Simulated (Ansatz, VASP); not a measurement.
Given: the input of a run of Ansatz 0.2.0 on SiNi.

The input input.yaml:

```yaml
crystal:
  lattice:
    - [2.9029986135, 0.0, 0.0]
    - [0.0, 3.2359913818, 0.0]
    - [0.0, 0.0, 4.6142302706]
  atoms:
    - { symbol: Ni, position: [0.5, 0.5, 0.34249559], spin: 1.0 }
    - { symbol: Ni, position: [0.0, 0.0, 0.65750441], spin: 1.0 }
    - { symbol: Si, position: [0.5, 0.5, 0.84314316] }
    - { symbol: Si, position: [0.0, 0.0, 0.15685684] }
kpoints:
  mp_grid: { grid: [9, 8, 6] }
scf:
  occupations: { method: fermi_dirac, width: 0.05 }
hamiltonian:
  xc: pbe
  pseudopotentials: { kind: all_electron, lapw: { basis_error: 0.001 } }
magnetization:
  spin_polarized: true
output:
  forces: true
  stress: true
  eigenvalues: true
```

Potentials or basis: all-electron LAPW, scalar-relativistic.

Run with:

```bash
$ ansatz run input.yaml --threads 4 --pin off --max-ram 12288MiB --backend cpu --events-out ev --progress --plain --runs-dir out
```

**Question.** Translate it to VASP 6.6.1. Potentials there: VASP PAW PBE potentials, release 64 (Ni, Si).

**Answer.** As run (the cutoff follows the program's own potentials):

File INCAR:

```
SYSTEM = SiNi
PREC = Accurate
ENCUT = 520
EDIFF = 1E-6
ISMEAR = -1
SIGMA = 0.05
LREAL = .False.
LASPH = .True.
NELM = 150
ALGO = Normal
ISIF = 2
LWAVE = .False.
LCHARG = .False.
ISPIN = 2
MAGMOM = 1 1 0 0
LORBIT = 11
LMAXMIX = 4
GGA = PE
NBANDS = 26
```

KPOINTS

```
regular mesh
0
Gamma
  9 8 6
  0 0 0
```

POSCAR

```
SiNi
1.0
    2.9029986135      0.0000000000      0.0000000000
    0.0000000000      3.2359913818      0.0000000000
    0.0000000000      0.0000000000      4.6142302706
Ni Si
2 2
Direct
    0.5000000000      0.5000000000      0.3424955900
    0.0000000000      0.0000000000      0.6575044100
    0.5000000000      0.5000000000      0.8431431600
    0.0000000000      0.0000000000      0.1568568400
```

Potentials or basis: VASP PAW PBE potentials, release 64 (Ni, Si).

Command:

```sh
$ cat potpaw_PBE.64/Ni/POTCAR potpaw_PBE.64/Si/POTCAR > POTCAR
$ mpirun -np 1 vasp_std > vasp.out
```

Both were run:

|  | VASP | Ansatz | Ansatz less VASP |
| --- | --- | --- | --- |
| gap on the k mesh at the Fermi level (eV) | none | none | - |
| pressure (GPa) | 16.3 | 16.2 | -0.05 |
| traceless stress, the component that is largest in VASP (GPa) | 1.55 | 1.40 | -0.147 |
| rms of the force components (eV/Å) | 0.089 | 0.086 | -0.0028 |
| net moment per atom (μB) | 0.00 | 0.00 | 0.000 |

Atom by atom the forces differ by 0.004 eV/Å (rms over components). A gap of «none» marks a metal or a gap that the smearing closes. Ansatz ran all-electron here, and VASP with PAW potentials.
